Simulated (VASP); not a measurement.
Runs of VASP 6.6.1 on Mg3ZrN3. The structure is that of space group Pm-3m (No. 221), or close to it. The cells are those of the table. The cell was built from a structure type or drawn by symmetry, and may not be a known phase.

| task | level | cell | k mesh | cutoff (eV) | smearing | gap on the mesh (eV) | pressure (GPa) |
| --- | --- | --- | --- | --- | --- | --- | --- |
| single point | PBE | a = 4.465 Å, 7 atoms | 3 × 3 × 3 | 520 | gaussian 0.15 eV | none | -0.2 |
| single point | r2SCAN | a = 4.464 Å, 7 atoms | 8 × 8 × 8 | 520 | gaussian 0.1 eV | none | (a) |
| relaxation of cell and atoms | PBE | relaxed from a = 4.465 Å, 7 atoms | 8 × 8 × 8 | 600 | gaussian 0.1 eV | none | 0.0 |
| single point | PBE | a = 4.464 Å, 7 atoms | 8 × 8 × 8 | 520 | gaussian 0.1 eV | none | -0.3 |

Alike in all rows: potentials or basis VASP PAW PBE potentials, release 64 (Mg, Zr_sv, N); no spin polarisation.

Q: Fill in the values left out.

A: (a) -2.9.

Caveats: some runs use coarse meshes; the PAW data sets were made with another functional, which shifts forces and pressure a little (at least some runs).

A k mesh can miss the band edges, and the runs leave out spin-orbit coupling on Zr.

A gap of «none» marks levels without a gap at the run's occupations.
